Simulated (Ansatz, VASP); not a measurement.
## TlCl in VASP and in Ansatz

Contents of INCAR:

```
PREC     = Accurate       # precision mode
ENCUT    = 500            # plane-wave cutoff, eV
EDIFF    = 1E-6           # SCF threshold, eV
ISMEAR   = 0              # smearing method
SIGMA    = 0.01           # smearing width, eV
LREAL    = F              # projectors in reciprocal space
LASPH    = T              # aspherical terms in the spheres
NELM     = 120            # most SCF steps
ALGO     = Normal         # electronic algorithm
ISIF     = 2              # what is computed and relaxed
LWAVE    = F              # write WAVECAR
LCHARG   = F              # write CHGCAR
GGA      = PE             # functional
NBANDS   = 17             # bands
GGA_COMPAT= F
```

KPOINTS

```
Automatic mesh
0
Gamma
  6 6 6
```

Contents of POSCAR:

```
TlCl
1.0
    3.8388256317      0.0000000000      0.0000000000
    0.0000000000      3.8388256317      0.0000000000
    0.0000000000      0.0000000000      3.8388256317
Tl Cl
1 1
Direct
    0.0000000000      0.0000000000      0.0000000000
    0.5000000000      0.5000000000      0.5000000000
```

Input for Ansatz:

```yaml
crystal:
  lattice:
    - [3.8388256317, 0.0, 0.0]
    - [0.0, 3.8388256317, 0.0]
    - [0.0, 0.0, 3.8388256317]
  atoms:
    - { symbol: Tl, position: [0.0, 0.0, 0.0] }
    - { symbol: Cl, position: [0.5, 0.5, 0.5] }
kpoints:
  mp_grid: { grid: [6, 6, 6] }
  band_path:
    path:
      - [0.0, 0.0, 0.0]
      - [0.0, 0.5, 0.0]
      - [0.5, 0.5, 0.0]
      - [0.5, 0.5, 0.5]
      - [0.0, 0.0, 0.5]
    npoints: 1
hamiltonian:
  xc: pbe
scf:
  occupations: { method: fixed }
  n_extra_bands: 4
output:
  forces: true
  stress: true
  eigenvalues: true
```

Alike in both runs: task single point; functional PBE; k mesh 6 × 6 × 6; no spin polarisation.

|  | VASP | Ansatz |
| --- | --- | --- |
| version | VASP 6.6.1 | Ansatz 0.2.0 |
| potentials or method | VASP PAW PBE potentials, release 64 (Tl_d, Cl) | plane waves, PAW |
| plane-wave cutoff (eV) | 500 | 420 |
| occupations | gaussian, width 0.01 eV | fixed |
| valence electrons in the cell | 20 | 20 |

VASP gave:

| Property | Result |
| --- | --- |
| gap on the k mesh at the Fermi level (eV) | 2.09 |
| pressure (GPa) | 1.1 |

Problem. What did Ansatz give for the same quantities?

Solution. gap on the k mesh at the Fermi level (eV): 2.08; pressure (GPa): 1.2.

Spin-orbit coupling is off throughout.
